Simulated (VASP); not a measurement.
# Ag (P6_3/mmc) in VASP: further runs

Runs on Ag. Level: r2SCAN. Tasks: single point.

Program: VASP 6.6.1. These are calculated values, not measurements. Logs are shortened: lines on timing, memory, paths and dates and some standing lists are left out, and cuts for length are marked.

## 1. The cell of the first run

Symmetry: P6_3/mmc, No. 194, hexagonal system. The conventional cell has a = 2.943 Å, b = 2.943 Å, c = 4.620 Å, α = 90.00°, β = 90.00°, γ = 120.00°. Ag (site symmetry -6m2) has 12 Ag at 2.87 to 2.94 Å within 3.8 Å.

This isn't the form of Ag at room conditions, which is fcc.

## 2. Single point, r2SCAN

File POSCAR:

```
Ag
1.0
    2.9434773635      0.0000000000      0.0000000000
   -1.4717386818      2.5491261723      0.0000000000
    0.0000000000      0.0000000000      4.6203776672
Ag
2
Direct
    0.3333333333      0.6666666667      0.2500000000
    0.6666666667      0.3333333333      0.7500000000
```

File INCAR.step1:

```
PREC     = Accurate       # precision mode
ENCUT    = 520            # plane-wave cutoff, eV
ISMEAR   = 0              # smearing method
SIGMA    = 0.15           # smearing width, eV
LREAL    = False          # projectors in reciprocal space
LASPH    = True           # aspherical terms in the spheres
NELM     = 80             # most SCF steps
NBANDS   = 18             # bands
GGA      = PE             # functional
ALGO     = Normal         # electronic algorithm
EDIFF    = 1E-4           # SCF threshold, eV
LWAVE    = True           # write WAVECAR
LCHARG   = False          # write CHGCAR
```

File INCAR.step2:

```
PREC     = Accurate       # precision mode
ENCUT    = 520            # plane-wave cutoff, eV
EDIFF    = 1E-6           # SCF threshold, eV
ISMEAR   = 0              # smearing method
SIGMA    = 0.15           # smearing width, eV
LREAL    = False          # projectors in reciprocal space
LASPH    = True           # aspherical terms in the spheres
NELM     = 80             # most SCF steps
ALGO     = Normal         # electronic algorithm
ISIF     = 2              # what is computed and relaxed
LWAVE    = False          # write WAVECAR
LCHARG   = False          # write CHGCAR
METAGGA  = R2SCAN         # meta-GGA
LMIXTAU  = True         
NBANDS   = 18             # bands
ISTART   = 1
```

File KPOINTS:

```
Automatic mesh
0
Gamma
  24 24 14
```

Potentials or basis: VASP PAW PBE potentials, release 64 (Ag).

The run is started by

```sh
$ cat potpaw_PBE.64/Ag/POTCAR > POTCAR
$ cp INCAR.step1 INCAR
$ mpirun -np 1 vasp_std > vasp.out
$ cp INCAR.step2 INCAR
$ mpirun -np 1 vasp_std > vasp.out
```

OUTCAR:

```text
PREC = Accurate
   ENCUT = 520
   EDIFF = 1E-6
   ISMEAR = 0
   LREAL = False
   LASPH = True
   NELM = 80
   ISIF = 2
   METAGGA = R2SCAN
   ISTART = 1

 ion  position               nearest neighbor table
   1  0.333  0.667  0.250-   2 2.87   2 2.87   2 2.87   2 2.87   2 2.87   2 2.87
   2  0.667  0.333  0.750-   1 2.87   1 2.87   1 2.87   1 2.87   1 2.87   1 2.87

  LATTYP: Found a hexagonal cell.
 ALAT       =     2.9434773635
 C/A-ratio  =     1.5697004246

  Lattice vectors:

 A1 = (   2.9434773635,   0.0000000000,   0.0000000000)
 A2 = (  -1.4717386818,   2.5491261723,   0.0000000000)
 A3 = (   0.0000000000,   0.0000000000,   4.6203776672)

Analysis of symmetry for initial positions (statically):
=====================================================================
 Subroutine PRICEL returns:
 Original cell was already a primitive cell.

 Routine SETGRP: Setting up the symmetry group for a
 hexagonal supercell.

 Subroutine GETGRP returns: Found 24 space group operations
 (whereof 12 operations were pure point group operations)
 out of a pool of 24 trial point group operations.

The static configuration has the point symmetry D_3d.
 The point group associated with its full space group is D_6h.

Analysis of symmetry for dynamics (positions and initial velocities):
=====================================================================
 Subroutine PRICEL returns:
 Original cell was already a primitive cell.

 Routine SETGRP: Setting up the symmetry group for a
 hexagonal supercell.

 Subroutine GETGRP returns: Found 24 space group operations
 (whereof 12 operations were pure point group operations)
 out of a pool of 24 trial point group operations.

The dynamic configuration has the point symmetry D_3d.
 The point group associated with its full space group is D_6h.

 Subroutine INISYM returns: Found 24 space group operations
 (whereof 12 operations are pure point group operations),
 and found     1 'primitive' translations

----------------------------------------------------------------------------------------

                                     Primitive cell

  volume of cell :      34.6681

  direct lattice vectors                    reciprocal lattice vectors
     2.943477363  0.000000000  0.000000000     0.339734225  0.196145646  0.000000000
    -1.471738682  2.549126172  0.000000000     0.000000000  0.392291292  0.000000000
     0.000000000  0.000000000  4.620377667     0.000000000  0.000000000  0.216432524

  length of vectors
     2.943477363  2.943477364  4.620377667     0.392291292  0.392291292  0.216432524

  position of ions in fractional coordinates (direct lattice)
     0.333333333  0.666666667  0.250000000
     0.666666667  0.333333333  0.750000000

  ion indices of the primitive-cell ions
   primitive index   ion index
                 1           1
                 2           2

----------------------------------------------------------------------------------------

 KPOINTS: Automatic mesh

Automatic generation of k-mesh.
 Grid dimensions read from file:
 generate k-points for:   24   24   14

 Generating k-lattice:

  Cartesian coordinates                     Fractional coordinates (reciprocal lattice)
     0.014155593  0.008172735  0.000000000     0.041666667 -0.000000000  0.000000000
     0.000000000  0.016345471  0.000000000     0.000000000  0.041666667  0.000000000
     0.000000000  0.000000000  0.015459466     0.000000000  0.000000000  0.071428571

  Length of vectors
     0.016345471  0.016345471  0.015459466

  Shift w.r.t. Gamma in fractional coordinates (k-lattice)
     0.000000000  0.000000000  0.000000000

 Subroutine IBZKPT returns following result:
 ===========================================

 Found    488 irreducible k-points:

 Following reciprocal coordinates:
            Coordinates               Weight
  0.000000  0.000000  0.000000      1.000000
  0.041667  0.000000  0.000000      6.000000
  0.083333  0.000000  0.000000      6.000000
  0.125000  0.000000  0.000000      6.000000
  0.166667  0.000000  0.000000      6.000000
  0.208333  0.000000  0.000000      6.000000
[... 16 lines left out ...]
  0.416667  0.041667  0.000000     12.000000
  0.458333  0.041667  0.000000     12.000000
 [... further k-points ...]
   k-points           NKPTS =    488   k-points in BZ     NKDIM =    488   number of bands    NBANDS=     18
   number of dos      NEDOS =    301   number of ions     NIONS =      2
   total plane-waves  NPLWV =  20736
   dimension x,y,z NGX =    24 NGY =   24 NGZ =   36
   dimension x,y,z NGXF=    48 NGYF=   48 NGZF=   72
   ions per type =               2
   NGX,Y,Z   is equivalent  to a cutoff of  13.56, 13.56, 12.95 a.u.
   NGXF,Y,Z  is equivalent  to a cutoff of  27.11, 27.11, 25.91 a.u.
 SYSTEM =  unknown system
   PREC   = accura    normal or accurate (medium, high low for compatibility)
   ISTART =      1    job   : 0-new  1-cont  2-samecut
   ICHARG =      0    charge: 1-file 2-atom 10-const
   ISPIN  =      1    spin polarized calculation?
   LNONCOLLINEAR =      F non collinear calculations
   LSORBIT =      F    spin-orbit coupling
   LASPH  =      T    aspherical Exc in radial PAW
   ENCUT  =  520.0 eV  38.22 Ry    6.18 a.u.   5.47  5.47  8.59*2*pi/ulx,y,z
   NELM   =     80;   NELMIN=  2; NELMDL=  0     # of ELM steps
   EDIFF  = 0.1E-05   stopping-criterion for ELM
   LREAL  =      F    real-space projection
   EDIFFG = 0.1E-04   stopping-criterion for IOM
   NSW    =      0    number of steps for IOM
   IBRION =     -1    ionic relax: 0-MD 1-quasi-New 2-CG
   NFREE  =      0    steps in history (QN), initial steepest desc. (CG)
   ISIF   =      2    stress and relaxation
   ISYM   =      2    0-nonsym 1-usesym 2-fastsym
   POTIM  = 0.5000    time-step for ionic-motion
   TEBEG  =    0.0;   TEEND  =   0.0 temperature during run
   PSTRESS=    0.0 pullay stress
   NELECT =      22.0000    total number of electrons
   NUPDOWN=      -1.0000    fix difference up-down
   EMIN   =  10.00;   EMAX   =-10.00  energy-range for DOS
   EFERMI =   0.00;   METHOD = LEGACY
   ISMEAR =     0;   SIGMA  =   0.15  broadening in eV -4-tet -1-fermi 0-gaus
   EFERMI_NEDOS =   21; number of points for ismear=-14 and -15
   IALGO  =     38    algorithm
   IMIX   =      4    mixing-type and parameters
     AMIX     =   0.40;   BMIX     =  1.00
     AMIX_MAG =   1.60;   BMIX_MAG =  1.00
  volume/ion in A,a.u.               =      17.33       116.98
  Fermi-wavevector in a.u.,A,eV,Ry     =   1.406822  2.658509 26.927954  1.979149
  Thomas-Fermi vector in A             =   2.529144
   LORBIT       =      0    0 simple, 1 ext, 2 COOP (PROOUT), +10 PAW based schemes
   METAGGA = R2SCAN    functional components
   LHFCALC =     F    Hartree Fock is set to
   AEXX    =    0.0000 exact exchange contribution
   IVDW    =     0    specifies the selected vdW correction
   LEPSILON=     F    determine dielectric tensor
   LRPA    =     F    only Hartree local field effects (RPA)
 non-spin polarized calculation
 Gauss-broadening in eV      SIGMA  =   0.15
  energy-cutoff  :      520.00
  volume of cell :       34.67
 maximum number of plane-waves:       961
 NGX is ok and might be reduce to    24

 number of electron      22.0000004 magnetization

 Free energy of the ion-electron system (eV)
  ---------------------------------------------------
  ext. energy  EPLUGINS =         0.00000000
  ---------------------------------------------------
  free energy    TOTEN  =       -42.69550464 eV

  energy without entropy =      -42.68907487  energy(sigma->0) =      -42.69228976

 E-fermi :   8.2657     XC(G=0): -12.8500

 val. band max:        8.2557066767   @ k =   0.2917   0.2500   0.0000
 cond. band min:       8.2854103207   @ k =   0.2917   0.1250   0.4286
 fundamental gap:      0.0297036440
 Fermi energy:         8.2656960134

 k-point     1 :       0.0000    0.0000    0.0000
  band No.  band energies     occupation
      1       0.3728      2.00000
      2       1.5970      2.00000
      3       3.2152      2.00000
      4       3.2152      2.00000
      5       3.2892      2.00000
      6       3.4868      2.00000
[... 10 lines left out ...]
     17      26.5557      0.00000
     18      27.1383      0.00000

 k-point     2 :       0.0417    0.0000    0.0000
  band No.  band energies     occupation
      1       0.4205      2.00000
      2       1.6224      2.00000
      3       3.1488      2.00000
      4       3.2396      2.00000
      5       3.3534      2.00000
      6       3.4787      2.00000
[... 10 lines left out ...]
     17      26.9515      0.00000
     18      27.1652      0.00000

 k-point     3 :       0.0833    0.0000    0.0000
  band No.  band energies     occupation
      1       0.5613      2.00000
      2       1.6949      2.00000
      3       3.0514      2.00000
      4       3.3118      2.00000
      5       3.4316      2.00000
      6       3.4740      2.00000
[... 10 lines left out ...]
     17      27.2258      0.00000
     18      27.2911      0.00000

 k-point     4 :       0.1250    0.0000    0.0000
  band No.  band energies     occupation
      1       0.7873      2.00000
      2       1.8010      2.00000
      3       2.9533      2.00000
      4       3.4127      2.00000
      5       3.4285      2.00000
      6       3.4510      2.00000
[... 10 lines left out ...]
     17      27.2192      0.00000
     18      27.6337      0.00000

 k-point     5 :       0.1667    0.0000    0.0000
  band No.  band energies     occupation
      1       1.0810      2.00000
      2       1.9149      2.00000
      3       2.8753      2.00000
      4       3.2698      2.00000
      5       3.3842      2.00000
      6       3.4501      2.00000
[... 10 lines left out ...]
     17      26.3714      0.00000
     18      27.2256      0.00000

 k-point     6 :       0.2083    0.0000    0.0000
  band No.  band energies     occupation
      1       1.4075      2.00000
      2       1.9957      2.00000
      3       2.8571      2.00000
      4       3.0404      2.00000
      5       3.3627      2.00000
      6       3.3765      2.00000
[... 307 lines left out ...]
 k-point    21 :       0.3333    0.0417    0.0000
  band No.  band energies     occupation
      1       1.8146      2.00000
      2       2.0650      2.00000
      3       2.2651      2.00000
      4       3.0770      2.00000
      5       3.4954      2.00000
      6       3.6395      2.00000
[... 10 lines left out ...]
     17      21.5411      0.00000
     18      25.1223      0.00000

 k-point    22 :       0.3750    0.0417    0.0000
  band No.  band energies     occupation
      1       1.7403      2.00000
      2       2.0633      2.00000
      3       2.1225      2.00000
      4       3.0267      2.00000
      5       3.5965      2.00000
      6       3.6347      2.00000
[... 10 lines left out ...]
     17      20.5767      0.00000
     18      24.7871      0.00000

 k-point    23 :       0.4167    0.0417    0.0000
  band No.  band energies     occupation
      1       1.6844      2.00000
      2       2.0255      2.00000
      3       2.0504      2.00000
      4       2.9921      2.00000
      5       3.5627      2.00000
      6       3.7033      2.00000
[... 10 lines left out ...]
     17      19.7319      0.00000
     18      24.5591      0.00000

 k-point    24 :       0.4583    0.0417    0.0000
  band No.  band energies     occupation
      1       1.6548      2.00000
      2       1.9766      2.00000
      3       2.0407      2.00000
      4       2.9745      2.00000
      5       3.5455      2.00000
      6       3.7358      2.00000
[... 10 lines left out ...]
     17      19.1696      0.00000
     18      24.4440      0.00000

 [... further k-points ...]

------------------------ aborting loop because EDIFF is reached ----------------------------------------

  FORCE on cell =-STRESS in cart. coord.  units (eV):
  Direction    XX          YY          ZZ          XY          YZ          ZX
  --------------------------------------------------------------------------------------
  -------------------------------------------------------------------------------------
  Total       -0.2465433     -0.2465433      0.6787021      0.0000000      0.0000000      0.0000000
  in kB      -11.3939486    -11.3939486     31.3660827      0.0000000      0.0000000      0.0000000
  external PRESSURE =       2.8593951 kB  Pullay stress =       0.0000000 kB

 VOLUME and BASIS-vectors are now :
 -----------------------------------------------------------------------------
  energy-cutoff  :      520.00
  volume of cell :       34.67
      direct lattice vectors                 reciprocal lattice vectors
     2.943477363  0.000000000  0.000000000     0.339734225  0.196145646  0.000000000
    -1.471738682  2.549126172  0.000000000     0.000000000  0.392291292  0.000000000
     0.000000000  0.000000000  4.620377667     0.000000000  0.000000000  0.216432524

 POSITION                                       TOTAL-FORCE (eV/Angst)
 -----------------------------------------------------------------------------------
     -0.00000      1.69942      1.15509         0.000000     -0.000000      0.000000
      1.47174      0.84971      3.46528        -0.000000      0.000000      0.000000
 -----------------------------------------------------------------------------------
    total drift:                               -0.000000      0.000000     -0.000000

  FREE ENERGIE OF THE ION-ELECTRON SYSTEM (eV)
  ---------------------------------------------------
  free  energy   TOTEN  =       -42.6955046358 eV

  energy  without entropy=      -42.6890748748  energy(sigma->0) =      -42.69228976
```

Wall time 13 min (1 thread of Intel Xeon 8259CL, shared host); peak memory 0.36 GiB.

Results:

```yaml
Free_energy: -42.6955 eV
Pressure: 0.3 GPa
Band_gap_on_the_k_mesh: zero (bands 11 and 12 overlap by 7.73 eV)
```

Stress tensor (GPa, compression positive):
```
-1.14  0.00  0.00
 0.00 -1.14  0.00
 0.00  0.00  3.14
```

Caveat: the PAW data sets were made with another functional, which shifts forces and pressure a little.

## 3. Single point, r2SCAN

This run uses another cell than the first one, of the same volume but with other edges.

File POSCAR:

```
Ag
1.0
    2.8568537720      0.0000000000      0.0000000000
   -1.4284268860      2.4741079414      0.0000000000
    0.0000000000      0.0000000000      4.9048175080
Ag
2
Direct
    0.3333333333      0.6666666667      0.2500000000
    0.6666666667      0.3333333333      0.7500000000
```

File INCAR.step1:

```
PREC = Accurate
ENCUT = 520
ISMEAR = 0
SIGMA = 0.15
LREAL = F
LASPH = T
NELM = 60
NBANDS = 18
GGA = PE
ALGO = Normal
EDIFF = 1E-4
LWAVE = T
LCHARG = F
```

File INCAR.step2:

```
PREC = Accurate
ENCUT = 520
EDIFF = 1E-6
ISMEAR = 0
SIGMA = 0.15
LREAL = F
LASPH = T
NELM = 60
ALGO = Normal
ISIF = 2
LWAVE = F
LCHARG = F
METAGGA = R2SCAN
LMIXTAU = T
NBANDS = 18
ISTART = 1
```

KPOINTS is that of step 2.

Potentials or basis: VASP PAW PBE potentials, release 64 (Ag).

The run is started by

```sh
$ cat potpaw_PBE.64/Ag/POTCAR > POTCAR
$ cp INCAR.step1 INCAR
$ mpirun -np 1 vasp_std > vasp.out
$ cp INCAR.step2 INCAR
$ mpirun -np 1 vasp_std > vasp.out
```

Wall time 13 min (1 thread of Intel Xeon 8259CL, shared host); peak memory 0.36 GiB.

Results (log left out):

* Free energy: -42.6961 eV
* Pressure: 0.4 GPa
* Band gap on the k mesh: zero (bands 11 and 12 overlap by 8.17 eV)

Stress tensor (GPa, compression positive):
```
 1.88  0.00  0.00
 0.00  1.88  0.00
 0.00  0.00 -2.67
```

Levels at points of the mesh, in eV from the Fermi level:
| k point | band 9 | band 10 | band 11 | band 12 | band 13 | band 14 |
| --- | --- | --- | --- | --- | --- | --- |
| (0.00, 0.00, 0.00) | -4.28 | -3.45 | -3.45 | -0.68 | 2.89 | 16.61 |
| (0.50, 0.00, 0.00) | -3.19 | -3.09 | 0.25 | 1.74 | 6.81 | 7.11 |
| (0.00, 0.00, 0.50) | -3.75 | -3.75 | -3.75 | -3.75 | 10.30 | 10.30 |
| (0.50, 0.00, 0.50) | -3.13 | -3.13 | 0.90 | 0.90 | 4.75 | 4.75 |

Caveat: the PAW data sets were made with another functional, which shifts forces and pressure a little.

The gap in the log of VASP goes by the Fermi energy; the results here count the filled bands.